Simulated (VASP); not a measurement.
Input of a VASP 6.6.1 run:

The input INCAR:

```
PREC = Accurate
ENCUT = 520
EDIFF = 1E-6
ISMEAR = -1
SIGMA = 0.08
LREAL = F
LASPH = T
NELM = 60
ALGO = Normal
ISIF = 2
LWAVE = F
LCHARG = T
GGA = PE
LELF = T
LVHAR = T
NBANDS = 16
```

The input KPOINTS:

```
Automatic mesh
0
Gamma
  15 15 8
```

Contents of POSCAR:

```
Co
1.0
    2.5831254873      0.0000000000      0.0000000000
   -1.2915627436      2.2370522931      0.0000000000
    0.0000000000      0.0000000000      4.2197213561
Co
2
Direct
    0.6666666667      0.3333333333      0.2598610000
    0.3333333333      0.6666666667      0.7401390000
```

Potentials or basis: VASP PAW PBE potentials, release 64 (Co).

Command:

```bash
$ cat potpaw_PBE.64/Co/POTCAR > POTCAR
$ mpirun -np 1 vasp_std > vasp.out
```

Q: Predict the band gap on the k mesh.

A: Zero (band 9 reaches 8.78 eV, above the bottom of band 10 at 7.62 eV).

Q: Estimate the largest force.

A: 0.276 eV/Å.

Stress tensor (GPa, compression positive):
```
-26.34   0.00   0.00
  0.00 -26.34   0.00
  0.00   0.00 -28.63
```

Caveat: the run has no spin polarisation, though such a crystal can be magnetic. Spin polarisation is off, so any magnetic state and its effect on volume and gap are missing.
